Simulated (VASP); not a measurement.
Li2ClF, 4 atoms in the cell. It takes space group R-3m (No. 166, trigonal). Conventional cell: a = 3.394 Å, b = 3.394 Å, c = 16.301 Å, α = 90.00°, β = 90.00°, γ = 120.00°. Within 3.0 Å of F (site symmetry -3m) lie 6 Li at 2.27 Å. Cl (site symmetry -3m) has 6 Li at 2.51 Å within 3.3 Å. Li (site symmetry 3m) has 3 F at 2.27 Å and 3 Cl at 2.51 Å within 3.0 Å.  This cell differs from its parent crystal: volume changed by +10%.

```yaml
Program: VASP 6.6.1
Task: single point
Functional: PBE
Potentials_or_basis: VASP PAW PBE potentials, release 64 (F, Cl, Li_sv)
Cutoff: 520 eV
k_mesh: 4 × 4 × 4
Occupations: gaussian, width 0.01 eV
Spin: no spin polarisation
Dipole_correction: no
Further_INCAR_settings: ALGO = Normal; EDIFF = 1e-07; NBANDS = 18
```

Potentials or basis: VASP PAW PBE potentials, release 64 (F, Cl, Li_sv).

The run is started by

```sh
$ cat potpaw_PBE.64/F/POTCAR potpaw_PBE.64/Cl/POTCAR potpaw_PBE.64/Li_sv/POTCAR > POTCAR
$ mpirun -np 1 vasp_std > vasp.out
```

Hardware: 1 thread of Intel(R) Xeon(R) Platinum 8259CL CPU @ 2.50GHz (Skylake/Cascade Lake) (shared host).

Q: Estimate the wall time of this run.

A: Wall time 36 s on 1 thread of Intel(R) Xeon(R) Platinum 8259CL CPU @ 2.50GHz (Skylake/Cascade Lake) (shared host), peak memory 0.3 GiB. Counts: scf iterations 15, k points 13.
